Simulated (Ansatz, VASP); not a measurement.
Nb in VASP and in Ansatz

```
CELL_PARAMETERS angstrom
-1.62347 1.62347 1.62347
1.62347 -1.62347 1.62347
1.62347 1.62347 -1.62347
ATOMIC_POSITIONS crystal
Nb 0.00000 0.00000 0.00000
```

Alike in both runs: functional LDA; k mesh 16 × 16 × 16; occupations gaussian, width 0.1 eV; no spin polarisation.

Ansatz relaxed the structure, and its values are those at the end. VASP's run is a single point on that final structure, the one shown.

|  | VASP | Ansatz |
| --- | --- | --- |
| version | VASP 6.6.1 | Ansatz 0.2.0 |
| potentials or method | VASP PAW LDA potentials, release 64 (Nb_sv), cutoff 520 eV | scalar-relativistic, plane waves, PAW |
| valence electrons in the cell | 13 | 13 |

Ansatz gave:

- gap on the k mesh at the Fermi level (eV): none
- pressure (GPa): 0.0

**Question.** Estimate VASP's values.

**Answer.** gap on the k mesh at the Fermi level (eV): none; pressure (GPa): -0.2.

Ansatz warns that its potentials were made for another functional, while VASP's fit it. LDA's correlation is that of Perdew and Zunger in VASP and of Perdew and Wang (1992) in Ansatz. A gap of «none» marks a metal or a gap that the smearing closes.
